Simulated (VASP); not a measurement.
# CdS (F-43m) in VASP: notebook

Runs on CdS. Level: PBE. Tasks: single point.

Everything below comes from runs of VASP 6.6.1. Logs are shortened: lines on timing, memory, paths and dates and some standing lists are left out, and cuts for length are marked.

**1. The cell of the first run**

The structure is cubic, space group F-43m (No. 216). Conventional cell: a = 5.818 Å, b = 5.818 Å, c = 5.818 Å, α = 90.00°, β = 90.00°, γ = 90.00°. Within 3.3 Å of Cd (site symmetry -43m) lie 4 S at 2.52 Å. S (site symmetry -43m) has 4 Cd at 2.52 Å within 3.3 Å.

**2. Single point, PBE**

The input, INCAR:

```
PREC = Accurate
ENCUT = 500
EDIFF = 1E-6
ISMEAR = 0
SIGMA = 0.01
LREAL = False
LASPH = True
NELM = 120
ALGO = Normal
ISIF = 2
LWAVE = False
LCHARG = False
GGA = PE
NBANDS = 16
GGA_COMPAT = False
```

The input, KPOINTS:

```
Automatic mesh
0
Gamma
  2 2 2
```

The input, POSCAR:

```
CdS
1.0
    0.0000000000      2.9090000000      2.9090000000
    2.9090000000      0.0000000000      2.9090000000
    2.9090000000      2.9090000000      0.0000000000
Cd S
1 1
Direct
    0.0000000000      0.0000000000      0.0000000000
    0.2500000000      0.2500000000      0.2500000000
```

Potentials or basis: VASP PAW PBE potentials, release 64 (Cd, S).

The run is started by

```
$ cat potpaw_PBE.64/Cd/POTCAR potpaw_PBE.64/S/POTCAR > POTCAR
$ mpirun -np 1 vasp_std > vasp.out
```

OUTCAR:

```text
PREC = Accurate
   ENCUT = 500
   EDIFF = 1E-6
   ISMEAR = 0
   LREAL = False
   LASPH = True
   NELM = 120
   ISIF = 2
   GGA = PE

 ion  position               nearest neighbor table
   1  0.000  0.000  0.000-   2 2.52   2 2.52   2 2.52   2 2.52
   2  0.250  0.250  0.250-   1 2.52   1 2.52   1 2.52   1 2.52

  LATTYP: Found a face centered cubic cell.
 ALAT       =     5.8180000000

  Lattice vectors:

 A1 = (   0.0000000000,   2.9090000000,   2.9090000000)
 A2 = (   2.9090000000,   0.0000000000,   2.9090000000)
 A3 = (   2.9090000000,   2.9090000000,   0.0000000000)

Analysis of symmetry for initial positions (statically):
=====================================================================
 Subroutine PRICEL returns:
 Original cell was already a primitive cell.

 Routine SETGRP: Setting up the symmetry group for a
 face centered cubic supercell.

 Subroutine GETGRP returns: Found 24 space group operations
 (whereof 24 operations were pure point group operations)
 out of a pool of 48 trial point group operations.

The static configuration has the point symmetry T_d .

Analysis of symmetry for dynamics (positions and initial velocities):
=====================================================================
 Subroutine PRICEL returns:
 Original cell was already a primitive cell.

 Routine SETGRP: Setting up the symmetry group for a
 face centered cubic supercell.

 Subroutine GETGRP returns: Found 24 space group operations
 (whereof 24 operations were pure point group operations)
 out of a pool of 48 trial point group operations.

The dynamic configuration has the point symmetry T_d .

 Subroutine INISYM returns: Found 24 space group operations
 (whereof 24 operations are pure point group operations),
 and found     1 'primitive' translations

----------------------------------------------------------------------------------------

                                     Primitive cell

  volume of cell :      49.2336

  direct lattice vectors                    reciprocal lattice vectors
     0.000000000  2.909000000  2.909000000    -0.171880371  0.171880371  0.171880371
     2.909000000  0.000000000  2.909000000     0.171880371 -0.171880371  0.171880371
     2.909000000  2.909000000  0.000000000     0.171880371  0.171880371 -0.171880371

  length of vectors
     4.113947253  4.113947253  4.113947253     0.297705536  0.297705536  0.297705536

  position of ions in fractional coordinates (direct lattice)
     0.000000000  0.000000000  0.000000000
     0.250000000  0.250000000  0.250000000

  ion indices of the primitive-cell ions
   primitive index   ion index
                 1           1
                 2           2

----------------------------------------------------------------------------------------

 KPOINTS: Automatic mesh

Automatic generation of k-mesh.
 Grid dimensions read from file:
 generate k-points for:    2    2    2

 Generating k-lattice:

  Cartesian coordinates                     Fractional coordinates (reciprocal lattice)
    -0.085940186  0.085940186  0.085940186     0.500000000  0.000000000  0.000000000
     0.085940186 -0.085940186  0.085940186     0.000000000  0.500000000  0.000000000
     0.085940186  0.085940186 -0.085940186     0.000000000  0.000000000  0.500000000

  Length of vectors
     0.148852768  0.148852768  0.148852768

  Shift w.r.t. Gamma in fractional coordinates (k-lattice)
     0.000000000  0.000000000  0.000000000

 Subroutine IBZKPT returns following result:
 ===========================================

 Found      3 irreducible k-points:

 Following reciprocal coordinates:
            Coordinates               Weight
  0.000000  0.000000  0.000000      1.000000
  0.500000  0.000000  0.000000      4.000000
  0.500000  0.500000  0.000000      3.000000
   k-points           NKPTS =      3   k-points in BZ     NKDIM =      3   number of bands    NBANDS=     16
   number of dos      NEDOS =    301   number of ions     NIONS =      2
   total plane-waves  NPLWV =  27000
   dimension x,y,z NGX =    30 NGY =   30 NGZ =   30
   dimension x,y,z NGXF=    60 NGYF=   60 NGZF=   60
   ions per type =               1   1
   NGX,Y,Z   is equivalent  to a cutoff of  12.12, 12.12, 12.12 a.u.
   NGXF,Y,Z  is equivalent  to a cutoff of  24.25, 24.25, 24.25 a.u.
 SYSTEM =  unknown system
   PREC   = accura    normal or accurate (medium, high low for compatibility)
   ISTART =      0    job   : 0-new  1-cont  2-samecut
   ICHARG =      2    charge: 1-file 2-atom 10-const
   ISPIN  =      1    spin polarized calculation?
   LNONCOLLINEAR =      F non collinear calculations
   LSORBIT =      F    spin-orbit coupling
   LASPH  =      T    aspherical Exc in radial PAW
   ENCUT  =  500.0 eV  36.75 Ry    6.06 a.u.   7.50  7.50  7.50*2*pi/ulx,y,z
   NELM   =    120;   NELMIN=  2; NELMDL= -5     # of ELM steps
   EDIFF  = 0.1E-05   stopping-criterion for ELM
   LREAL  =      F    real-space projection
[... 7 lines left out ...]
   TEBEG  =    0.0;   TEEND  =   0.0 temperature during run
   PSTRESS=    0.0 pullay stress
   NELECT =      18.0000    total number of electrons
   NUPDOWN=      -1.0000    fix difference up-down
   EMIN   =  10.00;   EMAX   =-10.00  energy-range for DOS
   EFERMI =   0.00;   METHOD = LEGACY
   ISMEAR =     0;   SIGMA  =   0.01  broadening in eV -4-tet -1-fermi 0-gaus
   EFERMI_NEDOS =   21; number of points for ismear=-14 and -15
   IALGO  =     38    algorithm
   IMIX   =      4    mixing-type and parameters
     AMIX     =   0.40;   BMIX     =  1.00
     AMIX_MAG =   1.60;   BMIX_MAG =  1.00
  volume/ion in A,a.u.               =      24.62       166.12
  Fermi-wavevector in a.u.,A,eV,Ry     =   1.170609  2.212131 18.644417  1.370326
  Thomas-Fermi vector in A             =   2.307065
   LORBIT       =      0    0 simple, 1 ext, 2 COOP (PROOUT), +10 PAW based schemes
   GGA     = PE    functional components
   LHFCALC =     F    Hartree Fock is set to
   AEXX    =    0.0000 exact exchange contribution
   IVDW    =     0    specifies the selected vdW correction
   LEPSILON=     F    determine dielectric tensor
   LRPA    =     F    only Hartree local field effects (RPA)
 non-spin polarized calculation
 Gauss-broadening in eV      SIGMA  =   0.01
  energy-cutoff  :      500.00
  volume of cell :       49.23
 maximum number of plane-waves:      1243
 NGX is ok and might be reduce to    30
   NGX = 15   NGY = 15   NGZ = 15

 number of electron      18.0000005 magnetization

 Free energy of the ion-electron system (eV)
  ---------------------------------------------------
  ext. energy  EPLUGINS =         0.00000000
  ---------------------------------------------------
  free energy    TOTEN  =        -5.15201377 eV

  energy without entropy =       -5.15201377  energy(sigma->0) =       -5.15201377

 E-fermi :   1.7771     XC(G=0):  -9.0542

 val. band max:        1.7037805645   @ k =   0.0000   0.0000   0.0000
 cond. band min:       2.7153712865   @ k =   0.0000   0.0000   0.0000
 fundamental gap:      1.0115907219
 Fermi energy:         1.7770641583

 k-point     1 :       0.0000    0.0000    0.0000
  band No.  band energies     occupation
      1     -10.6772      2.00000
      2      -6.3967      2.00000
      3      -6.3967      2.00000
      4      -6.3967      2.00000
      5      -5.9465      2.00000
      6      -5.9465      2.00000
[... 8 lines left out ...]
     15      13.0316      0.00000
     16      13.0361      0.00000

 k-point     2 :       0.5000    0.0000    0.0000
  band No.  band energies     occupation
      1     -10.2355      2.00000
      2      -6.2814      2.00000
      3      -6.2814      2.00000
      4      -5.9066      2.00000
      5      -5.9066      2.00000
      6      -5.5212      2.00000
[... 8 lines left out ...]
     15      14.1314      0.00000
     16      14.1314      0.00000

 k-point     3 :       0.5000    0.5000    0.0000
  band No.  band energies     occupation
      1     -10.1006      2.00000
      2      -6.1989      2.00000
      3      -6.0566      2.00000
      4      -6.0566      2.00000
      5      -5.8592      2.00000
      6      -5.4422      2.00000
[... 8 lines left out ...]
     15      13.9400      0.00000
     16      15.1302      0.00000

------------------------ aborting loop because EDIFF is reached ----------------------------------------

  FORCE on cell =-STRESS in cart. coord.  units (eV):
  Direction    XX          YY          ZZ          XY          YZ          ZX
  --------------------------------------------------------------------------------------
  -------------------------------------------------------------------------------------
  Total        2.1836970      2.1836970      2.1836970      0.0000000      0.0000000      0.0000000
  in kB       71.0627159     71.0627159     71.0627159      0.0000000      0.0000000      0.0000000
  external PRESSURE =      71.0627159 kB  Pullay stress =       0.0000000 kB

 VOLUME and BASIS-vectors are now :
 -----------------------------------------------------------------------------
  energy-cutoff  :      500.00
  volume of cell :       49.23
      direct lattice vectors                 reciprocal lattice vectors
     0.000000000  2.909000000  2.909000000    -0.171880371  0.171880371  0.171880371
     2.909000000  0.000000000  2.909000000     0.171880371 -0.171880371  0.171880371
     2.909000000  2.909000000  0.000000000     0.171880371  0.171880371 -0.171880371

 POSITION                                       TOTAL-FORCE (eV/Angst)
 -----------------------------------------------------------------------------------
      0.00000      0.00000      0.00000         0.000000     -0.000000     -0.000000
      1.45450      1.45450      1.45450        -0.000000      0.000000      0.000000
 -----------------------------------------------------------------------------------
    total drift:                               -0.000000     -0.000000     -0.000000

  FREE ENERGIE OF THE ION-ELECTRON SYSTEM (eV)
  ---------------------------------------------------
  free  energy   TOTEN  =        -5.1520137693 eV

  energy  without entropy=       -5.1520137693  energy(sigma->0) =       -5.15201377
```

Run time: 3.7 s. Hardware: 1 thread of Intel Xeon 6975P-C (Granite Rapids), shared host; peak memory 0.15 GiB.

What came out:

```
Free energy            : -5.1520 eV
Pressure               : 7.1 GPa
Band gap on the k mesh : 1.01 eV, direct
```

Levels at points of the mesh, in eV from the valence-band top:
| k point | band 6 | band 7 | band 8 | band 9 | band 10 | band 11 | band 12 | band 13 |
| --- | --- | --- | --- | --- | --- | --- | --- | --- |
| (0.00, 0.00, 0.00) | -7.65 | 0.00 | 0.00 | 0.00 | 1.01 | 6.32 | 6.32 | 6.32 |
| (0.50, 0.00, 0.00) | -7.23 | -4.57 | -0.78 | -0.78 | 2.84 | 6.79 | 6.79 | 7.44 |
| (0.50, 0.50, 0.00) | -7.15 | -4.13 | -1.96 | -1.96 | 3.33 | 4.18 | 9.25 | 10.67 |

Caveat: the k points lie up to 0.94 Å⁻¹ apart. A hybrid or GW would open this gap; PBE tends to underestimate it.

**3. Single point, PBE**

The input, INCAR:

```
ALGO = Normal
EDIFF = 1E-6
ENCUT = 500
GGA = PE
GGA_COMPAT = False
ISIF = 2
ISMEAR = 0
LASPH = True
LCHARG = False
LREAL = False
LWAVE = False
NBANDS = 16
NELM = 120
PREC = Accurate
SIGMA = 0.01
```

The input, KPOINTS:

```
k-points
0
Gamma
  4 4 4
```

POSCAR is that of step 2.

Potentials or basis: VASP PAW PBE potentials, release 64 (Cd, S).

The run is started by

```
$ cat potpaw_PBE.64/Cd/POTCAR potpaw_PBE.64/S/POTCAR > POTCAR
$ mpirun -np 1 vasp_std > vasp.out
```

It took 5.2 s on 1 thread of Intel Xeon 6975P-C (Granite Rapids), shared host; peak memory 0.15 GiB.

Results (log left out):

```
Free energy            : -6.0791 eV
Pressure               : 3.9 GPa
Band gap on the k mesh : 1.16 eV, direct
```

Levels at points of the mesh, in eV from the valence-band top:
| k point | band 5 | band 6 | band 7 | band 8 | band 9 | band 10 | band 11 | band 12 | band 13 | band 14 |
| --- | --- | --- | --- | --- | --- | --- | --- | --- | --- | --- |
| (0.00, 0.00, 0.00) | -7.29 | -7.29 | 0.00 | 0.00 | 0.00 | 1.16 | 6.53 | 6.53 | 6.53 | 11.47 |
| (0.50, 0.00, 0.00) | -7.25 | -6.90 | -4.46 | -0.76 | -0.76 | 3.01 | 7.00 | 7.00 | 7.50 | 11.10 |
| (0.50, 0.50, 0.00) | -7.20 | -6.83 | -4.00 | -1.91 | -1.91 | 3.52 | 4.35 | 9.26 | 10.82 | 10.82 |

Caveat: the k points lie up to 0.47 Å⁻¹ apart. Expect the measured gap to be larger: semilocal functionals such as PBE lack the derivative discontinuity.

**4. Single point, PBE**

The input, INCAR:

```
PREC = Accurate
ENCUT = 500
EDIFF = 1E-6
ISMEAR = 0
SIGMA = 0.01
LREAL = F
LASPH = T
NELM = 120
ALGO = Normal
ISIF = 2
LWAVE = F
LCHARG = T
GGA = PE
LELF = T
LVHAR = T
NBANDS = 16
GGA_COMPAT = F
```

The input, KPOINTS:

```
regular mesh
0
Gamma
  6 6 6
```

POSCAR is that of step 3.

The run is started by

```
$ cat potpaw_PBE.64/Cd/POTCAR potpaw_PBE.64/S/POTCAR > POTCAR
$ mpirun -np 1 vasp_std > vasp.out
```

Wall time 8.8 s (1 thread of Intel Xeon 6975P-C (Granite Rapids), shared host); peak memory 0.16 GiB.

Results (log left out):

| Quantity | Value |
| --- | --- |
| Free energy | -6.1106 eV |
| Pressure | 3.7 GPa |
| Band gap on the k mesh | 1.17 eV, direct |

Levels at points of the mesh, in eV from the valence-band top:
| k point | band 5 | band 6 | band 7 | band 8 | band 9 | band 10 | band 11 | band 12 | band 13 | band 14 |
| --- | --- | --- | --- | --- | --- | --- | --- | --- | --- | --- |
| (0.00, 0.00, 0.00) | -7.27 | -7.27 | 0.00 | 0.00 | 0.00 | 1.17 | 6.54 | 6.54 | 6.54 | 11.48 |
| (0.50, 0.00, 0.00) | -7.23 | -6.88 | -4.45 | -0.76 | -0.76 | 3.03 | 7.01 | 7.01 | 7.50 | 11.11 |
| (0.50, 0.50, 0.00) | -7.18 | -6.82 | -3.99 | -1.91 | -1.91 | 3.54 | 4.36 | 9.27 | 10.83 | 10.83 |

Expect the measured gap to be larger: semilocal functionals such as PBE lack the derivative discontinuity.

**5. Summary**

| k mesh | gap on the mesh (eV) | pressure (GPa) |
| --- | --- | --- |
| 2 × 2 × 2 | 1.01 | 7.1 |
| 4 × 4 × 4 | 1.16 | 3.9 |
| 6 × 6 × 6 | 1.17 | 3.7 |

Alike in all rows: task single point; level PBE; potentials or basis VASP PAW PBE potentials, release 64 (Cd, S); no spin polarisation; cell as given; cutoff (eV) 500; smearing gaussian 0.01 eV.

Caveats: some runs use coarse meshes.

Absolute energies hang on the potentials; compare differences alone.
